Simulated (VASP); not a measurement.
Cu: density of states with PBEsol

Cu:

```
Cu
1.0
     2.35962    0.00000    0.00000
     0.00000    2.35962    0.00000
     0.00000    0.00000    2.35962
Cu
1
Direct
  0.00000 0.00000 0.00000
```

| Item | Value |
| --- | --- |
| Program | VASP 6.6.1 |
| Task | density of states |
| Functional | PBEsol |
| Potentials or basis | VASP PAW PBE potentials, release 64 (Cu) |
| Cutoff | 520 eV |
| k mesh | 18 × 18 × 18 |
| Occupations | fermi-dirac, width 0.08 eV |
| Spin | no spin polarisation |
| Dipole correction | no |
| k mesh for the DOS | 27 × 27 × 27 |
| Occupations for the DOS | tetrahedron |
| Further INCAR settings | ALGO = Normal; EDIFF = 1e-07; NBANDS = 12 |

```json
{
 "Valence electrons inside the program's atomic spheres": "Cu 10.02"
}
```

Levels at points of the mesh, in eV from the Fermi level:
| k point | band 3 | band 4 | band 5 | band 6 | band 7 | band 8 | band 9 | band 10 |
| --- | --- | --- | --- | --- | --- | --- | --- | --- |
| (0.00, 0.00, 0.00) | -4.01 | -1.28 | -1.28 | -1.28 | 18.16 | 18.16 | 18.16 | 21.66 |

Run time: 79 s on 1 thread of Intel(R) Xeon(R) Platinum 8259CL CPU @ 2.50GHz (Skylake/Cascade Lake), with other jobs on the host, peak memory 0.2 GiB.
